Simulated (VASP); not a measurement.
# SiC (P6_3mc) in VASP: a series of runs, part 3 of 3

VASP 6.6.1.

## Step 6: Electric field gradients, r2SCAN

The input, POSCAR:

```
SiC
1.0
    3.0760000000      0.0000000000      0.0000000000
   -1.5380000000      2.6638941420      0.0000000000
    0.0000000000      0.0000000000      5.0480000000
Si C
2 2
Direct
    0.3333333333      0.6666666667      0.0044955126
    0.6666666667      0.3333333333      0.5044955126
    0.3333333333      0.6666666667      0.3805044874
    0.6666666667      0.3333333333      0.8805044874
```

The input, INCAR.step1:

```
SYSTEM = SiC
PREC = Accurate
ENCUT = 520
ISMEAR = -1
SIGMA = 0.02
LREAL = .False.
LASPH = .True.
NELM = 100
NBANDS = 16
GGA = PE
ALGO = Normal
EDIFF = 1E-4
LWAVE = .True.
LCHARG = .False.
```

The input, INCAR.step2:

```
SYSTEM = SiC
PREC = Accurate
ENCUT = 520
EDIFF = 1E-8
ISMEAR = -1
SIGMA = 0.02
LREAL = .False.
LASPH = .True.
NELM = 100
ALGO = Normal
ISIF = 2
LWAVE = .False.
LCHARG = .False.
METAGGA = R2SCAN
LMIXTAU = .True.
LEFG = .True.
NBANDS = 16
ISTART = 1
```

The input, KPOINTS:

```
regular mesh
0
Gamma
  16 16 9
  0 0 0
```

Potentials or basis: VASP PAW PBE potentials, release 64 (Si, C).

Run with:

```console
cat potpaw_PBE.64/Si/POTCAR potpaw_PBE.64/C/POTCAR > POTCAR
cp INCAR.step1 INCAR
mpirun -np 1 vasp_std > vasp.out
cp INCAR.step2 INCAR
mpirun -np 1 vasp_std > vasp.out
```

OUTCAR:

```text
SYSTEM = SiC
   PREC = Accurate
   ENCUT = 520
   EDIFF = 1E-8
   ISMEAR = -1
   LREAL = .False.
   LASPH = .True.
   NELM = 100
   ISIF = 2
   METAGGA = R2SCAN
   ISTART = 1

 ion  position               nearest neighbor table
   1  0.333  0.667  0.004-   4 1.88   4 1.88   4 1.88   3 1.90   2 3.09   2 3.09   2 3.09   2 3.09
                             2 3.09   2 3.09
   2  0.667  0.333  0.504-   3 1.88   3 1.88   3 1.88   4 1.90   1 3.09   1 3.09   1 3.09   1 3.09
                             1 3.09   1 3.09
   3  0.333  0.667  0.381-   2 1.88   2 1.88   2 1.88   1 1.90
   4  0.667  0.333  0.881-   1 1.88   1 1.88   1 1.88   2 1.90

  LATTYP: Found a hexagonal cell.
 ALAT       =     3.0760000000
 C/A-ratio  =     1.6410923277

  Lattice vectors:

 A1 = (   3.0760000000,   0.0000000000,   0.0000000000)
 A2 = (  -1.5380000000,   2.6638941420,   0.0000000000)
 A3 = (   0.0000000000,   0.0000000000,   5.0480000000)

Analysis of symmetry for initial positions (statically):
=====================================================================
 Subroutine PRICEL returns:
 Original cell was already a primitive cell.

 Routine SETGRP: Setting up the symmetry group for a
 hexagonal supercell.

 Subroutine GETGRP returns: Found 12 space group operations
 (whereof  6 operations were pure point group operations)
 out of a pool of 24 trial point group operations.

The static configuration has the point symmetry C_3v.
 The point group associated with its full space group is C_6v.

Analysis of symmetry for dynamics (positions and initial velocities):
=====================================================================
 Subroutine PRICEL returns:
 Original cell was already a primitive cell.

 Routine SETGRP: Setting up the symmetry group for a
 hexagonal supercell.

 Subroutine GETGRP returns: Found 12 space group operations
 (whereof  6 operations were pure point group operations)
 out of a pool of 24 trial point group operations.

The dynamic configuration has the point symmetry C_3v.
 The point group associated with its full space group is C_6v.

 Subroutine INISYM returns: Found 12 space group operations
 (whereof  6 operations are pure point group operations),
 and found     1 'primitive' translations

----------------------------------------------------------------------------------------

                                     Primitive cell

  volume of cell :      41.3640

  direct lattice vectors                    reciprocal lattice vectors
     3.076000000  0.000000000  0.000000000     0.325097529  0.187695146  0.000000000
    -1.538000000  2.663894142  0.000000000     0.000000000  0.375390292  0.000000000
     0.000000000  0.000000000  5.048000000     0.000000000  0.000000000  0.198098257

  length of vectors
     3.076000000  3.076000000  5.048000000     0.375390292  0.375390292  0.198098257

  position of ions in fractional coordinates (direct lattice)
     0.333333333  0.666666667  0.004495513
     0.666666667  0.333333333  0.504495513
     0.333333333  0.666666667  0.380504487
     0.666666667  0.333333333  0.880504487
[... 96 lines left out ...]
   IALGO  =     38    algorithm
   IMIX   =      4    mixing-type and parameters
     AMIX     =   0.40;   BMIX     =  1.00
     AMIX_MAG =   1.60;   BMIX_MAG =  1.00
  volume/ion in A,a.u.               =      10.34        69.78
  Fermi-wavevector in a.u.,A,eV,Ry     =   1.192817  2.254098 19.358549  1.422813
  Thomas-Fermi vector in A             =   2.328847
   LORBIT       =      0    0 simple, 1 ext, 2 COOP (PROOUT), +10 PAW based schemes
   METAGGA = R2SCAN    functional components
   LHFCALC =     F    Hartree Fock is set to
   AEXX    =    0.0000 exact exchange contribution
   IVDW    =     0    specifies the selected vdW correction
   LEPSILON=     F    determine dielectric tensor
   LRPA    =     F    only Hartree local field effects (RPA)
 non-spin polarized calculation
  energy-cutoff  :      520.00
  volume of cell :       41.36
 maximum number of plane-waves:      1132
 NGX is ok and might be reduce to    24
   NGX = 11   NGY = 11   NGZ = 19

 number of electron      16.0000000 magnetization

 Free energy of the ion-electron system (eV)
  ---------------------------------------------------
  ext. energy  EPLUGINS =         0.00000000
  ---------------------------------------------------
  free energy    TOTEN  =       -38.63788501 eV

  energy without entropy =      -38.63788501  energy(sigma->0) =      -38.63788501

 E-fermi :   8.4975     XC(G=0): -11.9273

 val. band max:        8.1380196892   @ k =   0.0000   0.0000   0.0000
 cond. band min:      10.8689556395   @ k =   0.3125   0.3125   0.0000
 fundamental gap:      2.7309359502
 Fermi energy:         8.4974612599

 k-point     1 :       0.0000    0.0000    0.0000
  band No.  band energies     occupation
      1      -8.2105      2.00000
      2      -4.5840      2.00000
      3      -0.8447      2.00000
      4       6.7523      2.00000
      5       6.7523      2.00000
      6       8.0350      2.00000
[... 433 lines left out ...]
      3       0.6876      2.00000
      4       2.0922      2.00000
      5       2.6475      2.00000
      6       3.9251      2.00000
[... 8 lines left out ...]
     15      19.4815      0.00000
     16      20.3540      0.00000

 [... further k-points ...]

------------------------ aborting loop because EDIFF is reached ----------------------------------------

  FORCE on cell =-STRESS in cart. coord.  units (eV):
  Direction    XX          YY          ZZ          XY          YZ          ZX
  --------------------------------------------------------------------------------------
  -------------------------------------------------------------------------------------
  Total       -0.0763942     -0.0763942     -0.0583675      0.0000000      0.0000000      0.0000000
  in kB       -2.9590240     -2.9590240     -2.2607836      0.0000000      0.0000000      0.0000000
  external PRESSURE =      -2.7262772 kB  Pullay stress =       0.0000000 kB

 VOLUME and BASIS-vectors are now :
 -----------------------------------------------------------------------------
  energy-cutoff  :      520.00
  volume of cell :       41.36
      direct lattice vectors                 reciprocal lattice vectors
     3.076000000  0.000000000  0.000000000     0.325097529  0.187695146  0.000000000
    -1.538000000  2.663894142  0.000000000     0.000000000  0.375390292  0.000000000
     0.000000000  0.000000000  5.048000000     0.000000000  0.000000000  0.198098257

 POSITION                                       TOTAL-FORCE (eV/Angst)
 -----------------------------------------------------------------------------------
     -0.00000      1.77593      0.02269         0.000000     -0.000000      0.016763
      1.53800      0.88796      2.54669         0.000000     -0.000000      0.016763
     -0.00000      1.77593      1.92079        -0.000000     -0.000000     -0.016763
      1.53800      0.88796      4.44479        -0.000000      0.000000     -0.016763
 -----------------------------------------------------------------------------------
    total drift:                               -0.000000     -0.000000     -0.000113

  FREE ENERGIE OF THE ION-ELECTRON SYSTEM (eV)
  ---------------------------------------------------
  free  energy   TOTEN  =       -38.6378850097 eV

  energy  without entropy=      -38.6378850097  energy(sigma->0) =      -38.63788501

 Electric field gradients (V/A^2)
---------------------------------------------------------------------
 ion       V_xx      V_yy      V_zz      V_xy      V_xz      V_yz
---------------------------------------------------------------------
   1      -1.932    -1.932     3.864    -0.000     0.000    -0.000
   2      -1.932    -1.932     3.864    -0.000    -0.000     0.000
   3      -1.057    -1.057     2.113    -0.000     0.000    -0.000
   4      -1.057    -1.057     2.113    -0.000    -0.000     0.000
---------------------------------------------------------------------

 Electric field gradients after diagonalization (V/A^2)
 (convention: |V_zz| > |V_xx| > |V_yy|)
----------------------------------------------------------------------
 ion       V_xx      V_yy      V_zz     asymmetry (V_yy - V_xx)/ V_zz
----------------------------------------------------------------------
   1      -1.932    -1.932     3.864       0.000
   2      -1.932    -1.932     3.864       0.000
   3      -1.057    -1.057     2.113       0.000
   4      -1.057    -1.057     2.113       0.000
----------------------------------------------------------------------

           NMR quadrupolar parameters

 Cq : quadrupolar parameter    Cq=e*Q*V_zz/h
 eta: asymmetry parameters     (V_yy - V_xx)/ V_zz
 Q  : nuclear electric quadrupole moment in mb (millibarn)
----------------------------------------------------------------------
 ion       Cq(MHz)       eta       Q (mb)
----------------------------------------------------------------------
   1       0.009       0.000       1.000
   2       0.009       0.000       1.000
   3       0.005       0.000       1.000
   4       0.005       0.000       1.000
----------------------------------------------------------------------
```

It took 16 min on 1 thread of Intel Xeon 8259CL, shared host; peak memory 0.22 GiB.

What came out:

| Item | Value |
| --- | --- |
| Free energy | -38.6379 eV |
| Pressure | -0.3 GPa |
| Largest force | 0.017 eV/Å |
| Band gap on the k mesh | 2.73 eV (least direct gap 4.48 eV) |
| Largest electric field gradient by atom | Si +3.9; C +2.1 V/Å² |

Forces in eV/Å, atoms in the order of the input:
```
Si   0.000  0.000  0.017
Si   0.000  0.000  0.017
C    0.000  0.000 -0.017
C    0.000  0.000 -0.017
```

Electric field gradients, principal values (V/Å²):
| atom | least | middle | greatest (by size) |
| --- | --- | --- | --- |
| 1 Si | -1.932 | -1.932 | 3.864 |
| 2 Si | -1.932 | -1.932 | 3.864 |
| 3 C | -1.057 | -1.057 | 2.113 |
| 4 C | -1.057 | -1.057 | 2.113 |

Caveat: without QUAD_EFG the Cq values of the log hold for a quadrupole moment of 1 mb, not for the nuclei; the PAW data sets were made with another functional, which shifts forces and pressure a little; an odd mesh through Γ misses points on the zone boundary, where band edges can lie.

## Step 7: The runs side by side

| level | potentials or basis | cell | smearing | gap on the mesh (eV) | pressure (GPa) | largest force (eV/Å) |
| --- | --- | --- | --- | --- | --- | --- |
| PBE | VASP PAW PBE potentials, release 64 (Si, C) | as given, atomic positions A | fermi-dirac 0.02 eV | 2.39 | 3.6 | 0.75 |
| LDA | VASP PAW LDA potentials, release 64 (Si, C) | as given, atomic positions A | fermi-dirac 0.15 eV | 2.26 | -3.6 | 0.73 |
| LDA | VASP PAW LDA potentials, release 64 (Si, C) | as given, atomic positions B | fermi-dirac 0.02 eV | 2.22 | -3.9 | 0.01 |
| PBEsol | VASP PAW PBE potentials, release 64 (Si, C) | as given, atomic positions B | fermi-dirac 0.02 eV | 2.18 | 0.3 | 0.02 |
| r2SCAN | VASP PAW PBE potentials, release 64 (Si, C) | as given, atomic positions B | fermi-dirac 0.02 eV | 2.73 | -0.3 | 0.02 |

Alike in all rows: task electric field gradients; no spin polarisation; k mesh 16 × 16 × 9; cutoff (eV) 520.

Caveats: an odd mesh through Γ misses points on the zone boundary, where band edges can lie; the cell stands under tension (at least some runs); the PAW data sets were made with another functional, which shifts forces and pressure a little (at least some runs); the cell stands under pressure (at least some runs).

Absolute energies hang on the potentials; compare differences alone.
